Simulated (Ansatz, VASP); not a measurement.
CaO in VASP and in Ansatz

```
Ca O
1.0
     2.39785    2.39785    0.00000
    -2.39785    2.39785    0.00000
     0.00000    2.39785    2.39785
Ca O
1 1
Direct
  0.00000 0.00000 0.00000
  0.50000 0.50000 0.00000
```

Alike in both runs: task single point; functional PBEsol; k mesh 8 × 8 × 8; no spin polarisation.

|  | VASP | Ansatz |
| --- | --- | --- |
| version | VASP 6.6.1 | Ansatz 0.2.0 |
| potentials or method | VASP PAW PBE potentials, release 64 (Ca_sv, O), cutoff 520 eV | all-electron LAPW, scalar-relativistic |
| occupations | gaussian, width 0.01 eV | fixed |

```tsv
	VASP	Ansatz	Ansatz less VASP
gap on the k mesh at the Fermi level (eV)	3.53	3.55	+0.018
pressure (GPa)	-1.4	-2.0	-0.56
```

VASP's potentials were made for PBE, not for PBEsol. Ansatz ran all-electron here, and VASP with PAW potentials.
